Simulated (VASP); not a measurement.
Set up this calculation in VASP 6.6.1, as the native input.

```
Task                   : relaxation of cell and atoms
Functional             : PBE
Potentials or basis    : VASP PAW PBE potentials, release 64 (Ge_d, B, C)
Cutoff                 : 600 eV
k mesh                 : 14 × 14 × 6
Occupations            : gaussian, width 0.1 eV
Spin                   : no spin polarisation
Dipole correction      : no
Further INCAR settings : ALGO = Normal; EDIFF = 1e-07; IBRION = 2; EDIFFG = -0.01; NSW = 100; ISIF = 3
```

The structure of GeB2C3 lies in POSCAR:

```
GeB2C3
1.0
    2.5946449905      0.0000000000      0.0000000000
    0.0000000000      2.5946449905      0.0000000000
    0.0000000000      0.0000000000      7.9077983178
Ge B C
1 2 3
Direct
    0.5000000000      0.5000000000      0.0000000000
    0.5000000000      0.5000000000      0.2727333484
    0.5000000000      0.5000000000      0.7272666516
    0.0000000000      0.0000000000      0.6701023653
    0.0000000000      0.0000000000      0.3298976347
    0.0000000000      0.0000000000      0.5000000000
```

The cell was generated, and may not be a known phase.

One way to write it, as run:

INCAR

```
ALGO = Normal ; EDIFF = 1E-7
EDIFFG = -0.01 ; ENCUT = 600
GGA = PE ; IBRION = 2
ISIF = 3 ; ISMEAR = 0
LASPH = T ; LCHARG = F
LREAL = F ; LWAVE = F
NELM = 100 ; NSW = 100
PREC = Accurate ; SIGMA = 0.1
```

KPOINTS

```
k-points
0
Gamma
  14 14 6
```

Potentials or basis: VASP PAW PBE potentials, release 64 (Ge_d, B, C).

Run with:

```console
$ cat potpaw_PBE.64/Ge_d/POTCAR potpaw_PBE.64/B/POTCAR potpaw_PBE.64/C/POTCAR > POTCAR
$ mpirun -np 1 vasp_std > vasp.out
```

It gave:

| Property | Result |
| --- | --- |
| Relaxed volume | 8.85 Å³/atom |
| Relaxed cell | a = 2.586 Å, b = 2.586 Å, c = 7.943 Å, α = 90.00°, β = 90.00°, γ = 90.00° |
| Space group after relaxing (to 0.1 Å) | P4/mmm (No. 123) |
| Energy gained by relaxing | 0.6 meV/atom |
| Ionic steps | 7 |
| Pressure after relaxing | 0.0 GPa |
| Largest force after relaxing | 0.005 eV/Å |

Caveat: the highest band is partly filled, so the run has too few bands.

Run time: 4.7 min on 1 thread of Intel(R) Xeon(R) Platinum 8559C (Emerald Rapids) (shared host), peak memory 0.34 GiB.
